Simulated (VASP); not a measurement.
BN, 2 atoms in the cell. Symmetry: Fmm2, No. 42, orthorhombic system. Conventional cell: a = 2.520 Å, b = 7.037 Å, c = 4.361 Å, α = 90.00°, β = 90.00°, γ = 90.00°. N (site symmetry mm2) has 3 B at 1.45 Å within 1.9 Å. Within 1.9 Å of B (site symmetry mm2) lie 3 N at 1.45 Å.  This cell differs from its parent crystal: volume scaled by 1.02.

* Program: VASP 6.6.1
* Task: single point
* Functional: PBE
* Potentials or basis: VASP PAW PBE potentials, release 64 (N, B)
* Cutoff: 520 eV
* k mesh: 13 × 13 × 13
* Occupations: fermi-dirac, width 0.05 eV
* Spin: no spin polarisation
* Dipole correction: no
* Further INCAR settings: ALGO = Normal; EDIFF = 1e-06; NBANDS = 11

Potentials or basis: VASP PAW PBE potentials, release 64 (N, B).

The run is started by

```bash
$ cat potpaw_PBE.64/N/POTCAR potpaw_PBE.64/B/POTCAR > POTCAR
$ mpirun -np 1 vasp_std > vasp.out
```

Hardware: 1 thread of Intel(R) Xeon(R) Platinum 8488C (Sapphire Rapids) (shared host).

Q: How long does it take, and how much memory?

A: Run time: 78 s on 1 thread of Intel(R) Xeon(R) Platinum 8488C (Sapphire Rapids), on a shared host, peak memory 0.19 GiB. Counts: scf iterations 13, k points 343.
